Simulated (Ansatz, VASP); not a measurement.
**Sr in VASP and in Ansatz**

File INCAR:

```
  ALGO = Fast
  EDIFF = 1E-7
  ENCUT = 520
  GGA = PS
  ISIF = 2
  ISMEAR = 0
  LASPH = T
  LCHARG = T
  LELF = T
  LREAL = F
  LVHAR = T
  LWAVE = F
  NBANDS = 11
  NELM = 100
  PREC = Accurate
  SIGMA = 0.15
```

The input KPOINTS:

```
k-points
0
Gamma
  16 16 16
```

The input POSCAR:

```
Sr
1.0
   -2.7994580077      2.7994580077      1.8196477050
    2.7994580077     -2.7994580077      1.8196477050
    2.7994580077      2.7994580077     -1.8196477050
Sr
1
Direct
    0.0000000000      0.0000000000      0.0000000000
```

Input for Ansatz:

```yaml
crystal:
  lattice:
    - [-2.7994580077, 2.7994580077, 1.819647705]
    - [2.7994580077, -2.7994580077, 1.819647705]
    - [2.7994580077, 2.7994580077, -1.819647705]
  atoms:
    - { symbol: Sr, position: [0.0, 0.0, 0.0] }
basis:
  ecutwfc: 420
kpoints:
  mp_grid: { grid: [16, 16, 16] }
hamiltonian:
  xc: pbesol
scf:
  occupations: { method: gaussian, width: 0.15 }
output:
  forces: true
  stress: true
  eigenvalues: true
```

Alike in both runs: task single point; functional PBEsol; k mesh 16 × 16 × 16; occupations gaussian, width 0.15 eV; no spin polarisation.

|  | VASP | Ansatz |
| --- | --- | --- |
| version | VASP 6.6.1 | Ansatz 0.2.0 |
| potentials or method | VASP PAW PBE potentials, release 64 (Sr_sv), cutoff 520 eV | scalar-relativistic, plane waves, PAW |
| valence electrons in the cell | 10 | 10 |

VASP gave:

| Property | Result |
| --- | --- |
| gap on the k mesh at the Fermi level (eV) | none |
| pressure (GPa) | -0.1 |
| traceless stress, the component that is largest in VASP (GPa) | 4.97 |

Task: Which values does Ansatz return?

Result: gap on the k mesh at the Fermi level (eV): none; pressure (GPa): -0.1; traceless stress, the component that is largest in VASP (GPa): 4.96.

VASP's potentials were made for PBE, not for PBEsol. A gap of «none» marks a metal or a gap that the smearing closes. With one functional, cell and mesh, what is left measures potentials, basis and numerics.
